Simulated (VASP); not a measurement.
I:

```
I
1.0
     5.18693    0.00000    0.00000
    -2.59347    4.49202    0.00000
     0.00000    0.00000    5.88475
I
3
Direct
  0.22540 0.00000 0.33333
  0.00000 0.22540 0.66667
  0.77460 0.77460 0.00000
```

- Program: VASP 6.6.1
- Task: relaxation of cell and atoms
- Functional: PBEsol
- Potentials or basis: VASP PAW PBE potentials, release 64 (I)
- Cutoff: 600 eV
- k mesh: 6 × 6 × 4
- Occupations: gaussian, width 0.1 eV
- Spin: no spin polarisation

At the start: pressure 4.6 GPa; volume 45.70 Å³/atom.

Question: How do energy, volume and symmetry change on relaxing?

Answer: Over 28 steps the energy falls by 633.1 meV/atom and the volume is 42.68 Å³/atom (-6.6 %); space group P3_121 (No. 152, to 0.1 Å) before and after.

Step by step:
```
step  energy change (eV)  largest force (eV/Å)  pressure (GPa)  volume (Å³)
   1              0.0000                1.7333            4.62       137.11
   2             -0.5553                0.2094           -1.38       164.48
   3             -0.5733                0.0117           -0.76       159.20
   4             -0.5732                0.0332           -0.82       159.70
   5             -0.6660                0.0680           -0.89       155.28
   6             -0.9427                0.1880           -0.91       141.41
   7             -1.2371                0.3748           -0.95       111.81
   8             -1.2386                0.3900           -1.29       119.76
   9             -1.2407                0.1468            2.78       103.86
  10             -1.2858                0.2861            0.46       111.30
  11             -1.3337                0.3733            0.57       109.96
  12             -1.3572                0.3575            1.26       105.47
  13             -1.3804                0.3969            1.19       106.14
  14             -1.4617                0.4832            0.87       108.15
  15             -1.6093                0.4620           -0.13       112.16
  16             -1.5888                0.2287           -2.01       120.15
  17             -1.6499                0.3456           -1.00       115.81
  18             -1.6838                0.2979           -0.95       116.25
  19             -1.7586                0.1592           -0.80       117.56
  20             -1.8090                0.0070           -0.70       120.21
  21             -1.8414                0.0130            0.02       118.89
  22             -1.8572                0.0271            0.97       117.39
  23             -1.8686                0.0248            0.87       118.74
  24             -1.8849                0.0193            0.77       121.63
  25             -1.8873                0.0227            0.78       127.46
  26             -1.8907                0.0189            0.80       124.89
  27             -1.8991                0.0022           -0.06       128.30
  28             -1.8992                0.0006            0.03       128.03
```

Final structure:
```
I
1.0
     4.13654    0.00000    0.00000
    -2.06827    3.58235    0.00000
     0.00000    0.00000    8.63997
I
3
Direct
  0.04529 0.00000 0.33333
  0.00000 0.04529 0.66667
  0.95471 0.95471 0.00000
```

Caveat: a cell axis changed by over 15 % at a fixed basis, so the end point is rough; the PAW data sets were made with another functional, which shifts forces and pressure a little; this functional lacks dispersion, which binds layers or chains, so the pressure and a relaxed spacing across them are unreliable; an odd number of electrons without spin polarisation forces a metal; a magnetic or distorted state may lie lower.
